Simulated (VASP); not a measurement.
# PPt (P6_3mc) in VASP: a series of runs

Runs on PPt. Level: PBEsol. Tasks: single point.

All numbers are computed with VASP 6.6.1; they aren't measurements. Logs are shortened: lines on timing, memory, paths and dates and some standing lists are left out, and cuts for length are marked.

**1. The cell of the first run**

It takes space group P6_3mc (No. 186, hexagonal). The conventional cell has a = 3.542 Å, b = 3.542 Å, c = 6.644 Å, α = 90.00°, β = 90.00°, γ = 120.00°. Within 3.0 Å of Pt (site symmetry 3m) lie 4 P at 2.27 to 2.33 Å. P (site symmetry 3m) has 4 Pt at 2.27 to 2.33 Å within 3.0 Å.

**2. Single point, PBEsol (18.05 Å³/atom)**

Contents of INCAR:

```
ALGO = Normal ; EDIFF = 1E-6
ENCUT = 520 ; GGA = PS
ISIF = 2 ; ISMEAR = 0
LASPH = T ; LCHARG = T
LELF = T ; LREAL = F
LVHAR = T ; LWAVE = F
NBANDS = 23 ; NELM = 80
PREC = Accurate ; SIGMA = 0.05
```

Contents of KPOINTS:

```
k-points
0
Gamma
  10 10 6
```

Contents of POSCAR:

```
PPt
1.0
    3.5424172567      0.0000000000      0.0000000000
   -1.7712086283      3.0678233351      0.0000000000
    0.0000000000      0.0000000000      6.6437947906
Pt P
2 2
Direct
    0.6666666667      0.3333333333     -0.0120809590
    0.3333333333      0.6666666667      0.4879190410
    0.6666666667      0.3333333333      0.6372809590
    0.3333333333      0.6666666667      0.1372809590
```

Potentials or basis: VASP PAW PBE potentials, release 64 (Pt, P).

Launch:

```bash
$ cat potpaw_PBE.64/Pt/POTCAR potpaw_PBE.64/P/POTCAR > POTCAR
$ mpirun -np 1 vasp_std > vasp.out
```

OUTCAR:

```text
EDIFF = 1E-6
   ENCUT = 520
   GGA = PS
   ISIF = 2
   ISMEAR = 0
   LASPH = T
   LREAL = F
   NELM = 80
   PREC = Accurate

 ion  position               nearest neighbor table
   1  0.667  0.333  0.988-   4 2.27   4 2.27   4 2.27   3 2.33
   2  0.333  0.667  0.488-   3 2.27   3 2.27   3 2.27   4 2.33
   3  0.667  0.333  0.637-   2 2.27   2 2.27   2 2.27   1 2.33
   4  0.333  0.667  0.137-   1 2.27   1 2.27   1 2.27   2 2.33

  LATTYP: Found a hexagonal cell.
 ALAT       =     3.5424172567
 C/A-ratio  =     1.8754975231

  Lattice vectors:

 A1 = (   3.5424172567,   0.0000000000,   0.0000000000)
 A2 = (  -1.7712086283,   3.0678233351,   0.0000000000)
 A3 = (   0.0000000000,   0.0000000000,   6.6437947906)

Analysis of symmetry for initial positions (statically):
=====================================================================
 Subroutine PRICEL returns:
 Original cell was already a primitive cell.

 Routine SETGRP: Setting up the symmetry group for a
 hexagonal supercell.

 Subroutine GETGRP returns: Found 12 space group operations
 (whereof  6 operations were pure point group operations)
 out of a pool of 24 trial point group operations.

The static configuration has the point symmetry C_3v.
 The point group associated with its full space group is C_6v.

Analysis of symmetry for dynamics (positions and initial velocities):
=====================================================================
 Subroutine PRICEL returns:
 Original cell was already a primitive cell.

 Routine SETGRP: Setting up the symmetry group for a
 hexagonal supercell.

 Subroutine GETGRP returns: Found 12 space group operations
 (whereof  6 operations were pure point group operations)
 out of a pool of 24 trial point group operations.

The dynamic configuration has the point symmetry C_3v.
 The point group associated with its full space group is C_6v.

 Subroutine INISYM returns: Found 12 space group operations
 (whereof  6 operations are pure point group operations),
 and found     1 'primitive' translations

----------------------------------------------------------------------------------------

                                     Primitive cell

  volume of cell :      72.2015

  direct lattice vectors                    reciprocal lattice vectors
     3.542417257  0.000000000  0.000000000     0.282293114  0.162982006  0.000000000
    -1.771208628  3.067823335  0.000000000     0.000000000  0.325964011  0.000000000
     0.000000000  0.000000000  6.643794791     0.000000000  0.000000000  0.150516389

  length of vectors
     3.542417257  3.542417257  6.643794791     0.325964011  0.325964011  0.150516389

  position of ions in fractional coordinates (direct lattice)
     0.666666667  0.333333333  0.987919041
     0.333333333  0.666666667  0.487919041
     0.666666667  0.333333333  0.637280959
     0.333333333  0.666666667  0.137280959

  ion indices of the primitive-cell ions
   primitive index   ion index
                 1           1
                 2           2
                 3           3
                 4           4

----------------------------------------------------------------------------------------

 KPOINTS: k-points

Automatic generation of k-mesh.
 Grid dimensions read from file:
 generate k-points for:   10   10    6

 Generating k-lattice:

  Cartesian coordinates                     Fractional coordinates (reciprocal lattice)
     0.028229311  0.016298201  0.000000000     0.100000000  0.000000000  0.000000000
     0.000000000  0.032596401  0.000000000     0.000000000  0.100000000  0.000000000
     0.000000000  0.000000000  0.025086065     0.000000000  0.000000000  0.166666667

  Length of vectors
     0.032596401  0.032596401  0.025086065

  Shift w.r.t. Gamma in fractional coordinates (k-lattice)
     0.000000000  0.000000000  0.000000000

 Subroutine IBZKPT returns following result:
 ===========================================

 Found     56 irreducible k-points:

 Following reciprocal coordinates:
            Coordinates               Weight
  0.000000  0.000000  0.000000      1.000000
  0.100000 -0.000000  0.000000      6.000000
  0.200000 -0.000000  0.000000      6.000000
  0.300000  0.000000  0.000000      6.000000
  0.400000 -0.000000  0.000000      6.000000
  0.500000  0.000000  0.000000      3.000000
[... 16 lines left out ...]
  0.300000  0.100000  0.166667     24.000000
  0.400000  0.100000  0.166667     24.000000
 [... further k-points ...]
   k-points           NKPTS =     56   k-points in BZ     NKDIM =     56   number of bands    NBANDS=     23
   number of dos      NEDOS =    301   number of ions     NIONS =      4
   total plane-waves  NPLWV =  39200
   dimension x,y,z NGX =    28 NGY =   28 NGZ =   50
   dimension x,y,z NGXF=    56 NGYF=   56 NGZF=  100
   ions per type =               2   2
   NGX,Y,Z   is equivalent  to a cutoff of  13.14, 13.14, 12.51 a.u.
   NGXF,Y,Z  is equivalent  to a cutoff of  26.28, 26.28, 25.02 a.u.
 SYSTEM =  unknown system
   PREC   = accura    normal or accurate (medium, high low for compatibility)
   ISTART =      0    job   : 0-new  1-cont  2-samecut
   ICHARG =      2    charge: 1-file 2-atom 10-const
   ISPIN  =      1    spin polarized calculation?
   LNONCOLLINEAR =      F non collinear calculations
   LSORBIT =      F    spin-orbit coupling
   LASPH  =      T    aspherical Exc in radial PAW
   ENCUT  =  520.0 eV  38.22 Ry    6.18 a.u.   6.59  6.59 12.35*2*pi/ulx,y,z
   NELM   =     80;   NELMIN=  2; NELMDL= -5     # of ELM steps
   EDIFF  = 0.1E-05   stopping-criterion for ELM
   LREAL  =      F    real-space projection
   EDIFFG = 0.1E-04   stopping-criterion for IOM
   NSW    =      0    number of steps for IOM
   IBRION =     -1    ionic relax: 0-MD 1-quasi-New 2-CG
   NFREE  =      0    steps in history (QN), initial steepest desc. (CG)
   ISIF   =      2    stress and relaxation
   ISYM   =      2    0-nonsym 1-usesym 2-fastsym
   POTIM  = 0.5000    time-step for ionic-motion
   TEBEG  =    0.0;   TEEND  =   0.0 temperature during run
   PSTRESS=    0.0 pullay stress
   NELECT =      30.0000    total number of electrons
   NUPDOWN=      -1.0000    fix difference up-down
   EMIN   =  10.00;   EMAX   =-10.00  energy-range for DOS
   EFERMI =   0.00;   METHOD = LEGACY
   ISMEAR =     0;   SIGMA  =   0.05  broadening in eV -4-tet -1-fermi 0-gaus
   EFERMI_NEDOS =   21; number of points for ismear=-14 and -15
   IALGO  =     38    algorithm
   IMIX   =      4    mixing-type and parameters
     AMIX     =   0.40;   BMIX     =  1.00
     AMIX_MAG =   1.60;   BMIX_MAG =  1.00
  volume/ion in A,a.u.               =      18.05       121.81
  Fermi-wavevector in a.u.,A,eV,Ry     =   1.221612  2.308511 20.304450  1.492335
  Thomas-Fermi vector in A             =   2.356788
   LORBIT       =      0    0 simple, 1 ext, 2 COOP (PROOUT), +10 PAW based schemes
   GGA     = PS    functional components
   LHFCALC =     F    Hartree Fock is set to
   AEXX    =    0.0000 exact exchange contribution
   IVDW    =     0    specifies the selected vdW correction
   LEPSILON=     F    determine dielectric tensor
   LRPA    =     F    only Hartree local field effects (RPA)
 non-spin polarized calculation
 Gauss-broadening in eV      SIGMA  =   0.05
  energy-cutoff  :      520.00
  volume of cell :       72.20
 maximum number of plane-waves:      2004
 NGX is ok and might be reduce to    28
   NGX = 13   NGY = 13   NGZ = 25

 number of electron      30.0000001 magnetization

 Free energy of the ion-electron system (eV)
  ---------------------------------------------------
  ext. energy  EPLUGINS =         0.00000000
  ---------------------------------------------------
  free energy    TOTEN  =       -26.69349821 eV

  energy without entropy =      -26.69252333  energy(sigma->0) =      -26.69301077

 E-fermi :   7.8989     XC(G=0): -11.2310

 val. band max:        7.8089898967   @ k =   0.4000  -0.0000   0.1667
 cond. band min:       7.9168068442   @ k =   0.5000   0.0000   0.3333
 fundamental gap:      0.1078169475
 Fermi energy:         7.8989114103

 k-point     1 :       0.0000    0.0000    0.0000
  band No.  band energies     occupation
      1      -5.5921      2.00000
      2      -4.2636      2.00000
      3       1.0183      2.00000
      4       1.2131      2.00000
      5       1.7937      2.00000
      6       1.7937      2.00000
[... 15 lines left out ...]
     22      15.8502      0.00000
     23      15.8502      0.00000

 k-point     2 :       0.1000   -0.0000    0.0000
  band No.  band energies     occupation
      1      -5.4693      2.00000
      2      -4.1806      2.00000
      3       1.1097      2.00000
      4       1.2832      2.00000
      5       1.6957      2.00000
      6       1.8405      2.00000
[... 15 lines left out ...]
     22      15.1317      0.00000
     23      15.9318      0.00000

 k-point     3 :       0.2000   -0.0000    0.0000
  band No.  band energies     occupation
      1      -5.1252      2.00000
      2      -3.9628      2.00000
      3       1.1759      2.00000
      4       1.4767      2.00000
      5       1.6297      2.00000
      6       1.9358      2.00000
[... 15 lines left out ...]
     22      14.9426      0.00000
     23      16.0377      0.00000
[... 495 lines left out ...]
 k-point    23 :       0.3000    0.1000    0.1667
  band No.  band energies     occupation
      1      -4.2783      2.00000
      2      -3.6156      2.00000
      3       0.9302      2.00000
      4       1.2809      2.00000
      5       1.8956      2.00000
      6       2.0673      2.00000
[... 15 lines left out ...]
     22      15.4843      0.00000
     23      15.9363      0.00000

 k-point    24 :       0.4000    0.1000    0.1667
  band No.  band energies     occupation
      1      -3.9232      2.00000
      2      -3.4836      2.00000
      3       0.9136      2.00000
      4       1.0854      2.00000
      5       1.8801      2.00000
      6       2.1390      2.00000
[... 15 lines left out ...]
     22      15.4898      0.00000
     23      15.7923      0.00000

 [... further k-points ...]

------------------------ aborting loop because EDIFF is reached ----------------------------------------

  FORCE on cell =-STRESS in cart. coord.  units (eV):
  Direction    XX          YY          ZZ          XY          YZ          ZX
  --------------------------------------------------------------------------------------
  -------------------------------------------------------------------------------------
  Total        1.2016322      1.2016322      1.2104518      0.0000000      0.0000000      0.0000000
  in kB       26.6646478     26.6646478     26.8603580      0.0000000      0.0000000      0.0000000
  external PRESSURE =      26.7298845 kB  Pullay stress =       0.0000000 kB

 VOLUME and BASIS-vectors are now :
 -----------------------------------------------------------------------------
  energy-cutoff  :      520.00
  volume of cell :       72.20
      direct lattice vectors                 reciprocal lattice vectors
     3.542417257  0.000000000  0.000000000     0.282293114  0.162982006  0.000000000
    -1.771208628  3.067823335  0.000000000     0.000000000  0.325964011  0.000000000
     0.000000000  0.000000000  6.643794791     0.000000000  0.000000000  0.150516389

 POSITION                                       TOTAL-FORCE (eV/Angst)
 -----------------------------------------------------------------------------------
      1.77121      1.02261      6.56353        -0.000000      0.000000     -0.013528
     -0.00000      2.04522      3.24163         0.000000      0.000000     -0.013528
      1.77121      1.02261      4.23396         0.000000      0.000000      0.013528
     -0.00000      2.04522      0.91207        -0.000000      0.000000      0.013528
 -----------------------------------------------------------------------------------
    total drift:                                0.000000     -0.000000     -0.002155

  FREE ENERGIE OF THE ION-ELECTRON SYSTEM (eV)
  ---------------------------------------------------
  free  energy   TOTEN  =       -26.6934982096 eV

  energy  without entropy=      -26.6925233256  energy(sigma->0) =      -26.69301077
```

Run time: 2.4 min. Hardware: 1 thread of Intel Xeon 8259CL, shared host; peak memory 0.24 GiB.

Results:

```
Free energy            : -26.6935 eV
Pressure               : 2.7 GPa
Largest force          : 0.014 eV/Å
Band gap on the k mesh : zero (bands 15 and 16 overlap by 3.95 eV)
```

Forces on the atoms (eV/Å):
```
Pt   0.000  0.000 -0.014
Pt   0.000  0.000 -0.014
P    0.000  0.000  0.014
P    0.000  0.000  0.014
```

Caveat: the PAW data sets were made with another functional, which shifts forces and pressure a little; spin-orbit coupling is left out, which moves the levels of the heavy elements.

(Continued in part 2 of 2.)

The gap in the log of VASP goes by the Fermi energy; the results here count the filled bands.